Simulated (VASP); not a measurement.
## Cs: relaxation of cell and atoms with PBE

Crystal: Cs.

```
Cs
1.0
    -3.12847    3.12847    3.12847
     3.12847   -3.12847    3.12847
     3.12847    3.12847   -3.12847
Cs
1
Direct
  0.00000 0.00000 0.00000
```

```
Program                : VASP 6.6.1
Task                   : relaxation of cell and atoms
Functional             : PBE
Potentials or basis    : VASP PAW PBE potentials, release 64 (Cs_sv)
Cutoff                 : 600 eV
k mesh                 : 10 × 10 × 10
Occupations            : gaussian, width 0.1 eV
Spin                   : no spin polarisation
Dipole correction      : no
Further INCAR settings : ALGO = Normal; EDIFF = 1e-06; IBRION = 2; EDIFFG = -0.005; NSW = 100; ISIF = 3
```

```
Relaxed volume                        : 116.82 Å³/atom
Relaxed cell                          : a = 5.334 Å, b = 5.334 Å, c = 5.334 Å, α = 109.47°, β = 109.47°, γ = 109.47°
Space group after relaxing (to 0.1 Å) : Im-3m (No. 229)
Energy gained by relaxing             : 1.5 meV/atom
Ionic steps                           : 4
Pressure after relaxing               : 0.0 GPa
Band gap on the k mesh                : zero (an odd number of electrons rules out a gap without spin polarisation)
```

Step by step:
| step | energy change (eV) | largest force (eV/Å) | pressure (GPa) | volume (Å³) |
| --- | --- | --- | --- | --- |
| 1 | 0.0000 | 0.0000 | -0.08 | 122.48 |
| 2 | -0.0005 | 0.0000 | -0.07 | 121.35 |
| 3 | -0.0014 | 0.0000 | -0.02 | 118.00 |
| 4 | -0.0015 | 0.0000 | 0.00 | 116.82 |

Final structure:
```
Cs
1.0
    -3.07956    3.07956    3.07956
     3.07956   -3.07956    3.07956
     3.07956    3.07956   -3.07956
Cs
1
Direct
  0.00000 0.00000 0.00000
```

Levels at points of the mesh, in eV from the Fermi level:
| k point | band 1 | band 2 | band 3 | band 4 | band 5 | band 6 | band 7 | band 8 |
| --- | --- | --- | --- | --- | --- | --- | --- | --- |
| (0.00, 0.00, 0.00) | -23.87 | -10.62 | -10.62 | -10.62 | -1.67 | 2.48 | 2.48 | 2.48 |
| (0.50, 0.00, 0.00) | -23.87 | -10.75 | -10.66 | -10.62 | 0.04 | 0.85 | 1.64 | 3.16 |
| (0.50, 0.50, 0.50) | -23.86 | -10.71 | -10.71 | -10.71 | 0.66 | 0.66 | 2.97 | 2.97 |

Run time: 2.5 min on 1 thread of Intel Xeon 8259CL, on a shared host, peak memory 0.36 GiB.

Caveat: spin-orbit coupling is left out, which moves the levels of the heavy elements.
